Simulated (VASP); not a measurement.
Here is a VASP 6.6.1 calculation.

INCAR

```
PREC = Accurate
ENCUT = 1000
EDIFF = 1E-6
ISMEAR = 0
SIGMA = 0.1
LREAL = False
LASPH = True
NELM = 120
ALGO = Normal
ISIF = 2
LWAVE = False
LCHARG = True
LDIPOL = True
IDIPOL = 3
DIPOL = 0.5 0.5 0.497
GGA = PS
LELF = True
LVHAR = True
LVACPOTAV = True
NBANDS = 36
GGA_COMPAT = False
NELMDL = -8
```

Contents of KPOINTS:

```
Automatic mesh
0
Gamma
  12 12 1
```

POSCAR

```
V4N
1.0
    2.5624431093      0.0000000000      0.0000000000
   -0.8541477031      2.4158945320      0.0000000000
    0.0000000000      0.0000000000     25.2766781127
V N
4 1
Direct
    0.5000000000      0.5000000000      0.3362783655
    0.0000000000      0.0000000000      0.4190513481
    0.5000000000      0.5000000000      0.5006064371
    0.0000000000      0.0000000000      0.5827374768
    0.0000000000      0.0000000000      0.6482606108
```

Potentials or basis: VASP PAW PBE potentials, release 64 (V_sv, N_h).

Launch:

```console
$ cat potpaw_PBE.64/V_sv/POTCAR potpaw_PBE.64/N_h/POTCAR > POTCAR
$ mpirun -np 1 vasp_std > vasp.out
```

**Question.** Predict the band gap on the k mesh.

**Answer.** Zero (an odd number of electrons rules out a gap without spin polarisation).

**Question.** Estimate the largest force.

**Answer.** 0.331 eV/Å.

Forces in eV/Å, atoms in the order of the input:
```
V    0.000  0.000  0.322
V    0.000  0.000 -0.331
V    0.000  0.000  0.009
V    0.000  0.000 -0.155
N    0.000  0.000  0.155
```

Caveat: the PAW data sets were made with another functional, which shifts forces and pressure a little; the run has no spin polarisation, though such a crystal can be magnetic. With open d or f shells a metallic result of PBEsol can be an artefact of self-interaction; +U or a hybrid may open a gap.
